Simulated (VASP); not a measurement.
Here is a VASP 6.6.1 calculation.

Contents of INCAR:

```
PREC = Accurate
ENCUT = 520
EDIFF = 1E-6
ISMEAR = -1
SIGMA = 0.03
LREAL = F
LASPH = T
NELM = 60
ALGO = Normal
ISIF = 2
LWAVE = F
LCHARG = T
GGA = PE
LELF = T
LVHAR = T
NBANDS = 9
```

File KPOINTS:

```
regular mesh
0
Gamma
  11 11 11
```

The input POSCAR:

```
LiH
1.0
    0.0000000000      2.0188586494      2.0188586494
    2.0188586494      0.0000000000      2.0188586494
    2.0188586494      2.0188586494      0.0000000000
Li H
1 1
Direct
    0.0000000000      0.0000000000      0.0000000000
    0.5000000000      0.5000000000      0.5000000000
```

Potentials or basis: VASP PAW PBE potentials, release 64 (Li_sv, H).

Run with:

```sh
$ cat potpaw_PBE.64/Li_sv/POTCAR potpaw_PBE.64/H/POTCAR > POTCAR
$ mpirun -np 1 vasp_std > vasp.out
```

(1) Predict the band gap on the k mesh.

Results:

(1) 3.19 eV, direct.
